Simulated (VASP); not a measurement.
Wanted: the native input for a VASP 6.6.1 run.

| Item | Value |
| --- | --- |
| Task | single point |
| Functional | PBEsol |
| Potentials or basis | VASP PAW PBE potentials, release 64 (Ir) |
| Cutoff | 520 eV |
| k mesh | 24 × 24 × 24 |
| Occupations | gaussian, width 0.15 eV |
| Spin | no spin polarisation |
| Dipole correction | no |
| Further INCAR settings | ALGO = Fast; EDIFF = 1e-06; NBANDS = 10 |

The structure of Ir lies in POSCAR:

```
Ir
1.0
    0.0000000000      2.2161317680      1.4404856492
    2.2161317680      0.0000000000      1.4404856492
    2.2161317680      2.2161317680      0.0000000000
Ir
1
Direct
    0.0000000000      0.0000000000      0.0000000000
```

This cell differs from its parent crystal: ratio of the length along z to the lengths across it x 0.65, volume and fractional coordinates fixed.

One way to write it, as run:

INCAR

```
ALGO = Fast
EDIFF = 1E-6
ENCUT = 520
GGA = PS
ISIF = 2
ISMEAR = 0
LASPH = T
LCHARG = T
LELF = T
LREAL = F
LVHAR = T
LWAVE = F
NBANDS = 10
NELM = 80
PREC = Accurate
SIGMA = 0.15
```

KPOINTS

```
k-points
0
Gamma
  24 24 24
```

Potentials or basis: VASP PAW PBE potentials, release 64 (Ir).

The run is started by

```bash
$ cat potpaw_PBE.64/Ir/POTCAR > POTCAR
$ mpirun -np 1 vasp_std > vasp.out
```

It gave:

* Pressure: 9.7 GPa

Caveat: the PAW data sets were made with another functional, which shifts forces and pressure a little.

Run time: 2.4 min on 1 thread of AMD EPYC 9R45 (Zen 5), with other jobs on the host, peak memory 0.24 GiB.
